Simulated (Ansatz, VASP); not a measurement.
# P in VASP and in Ansatz

```
P
1.0
     3.10051    0.00000    0.00000
    -1.55025    2.68512    0.00000
     0.00000    0.00000    4.52191
P
2
Direct
  0.00000 0.00000 0.20559
  0.00000 0.00000 0.79441
```

Alike in both runs: task relaxation of cell and atoms; functional PBE; k mesh 6 × 6 × 4; occupations gaussian, width 0.1 eV; no spin polarisation.

|  | VASP | Ansatz |
| --- | --- | --- |
| version | VASP 6.6.1 | Ansatz 0.2.0 |
| potentials or method | VASP PAW PBE potentials, release 64 (P), cutoff 600 eV | scalar-relativistic, plane waves, PAW |
| valence electrons in the cell | 10 | 10 |

VASP gave:

```
gap on the k mesh at the Fermi level, each at its own relaxed structure (eV) : none
relaxed volume (Å³/atom)                                                     : 16.73
relaxed length of the cell vector where the two differ most in proportion (Å)              : 5.409
```

Task: Estimate Ansatz's values.

Result: gap on the k mesh at the Fermi level, each at its own relaxed structure (eV): none; relaxed volume (Å³/atom): 14.75; relaxed length of the cell vector where the two differ most in proportion (Å): 4.844.

A gap of «none» marks a metal or a gap that the smearing closes. One of these differences is far larger than is usual between the two programs; its cause wasn't traced.

The k mesh is coarse, so the values compare programs but aren't converged.
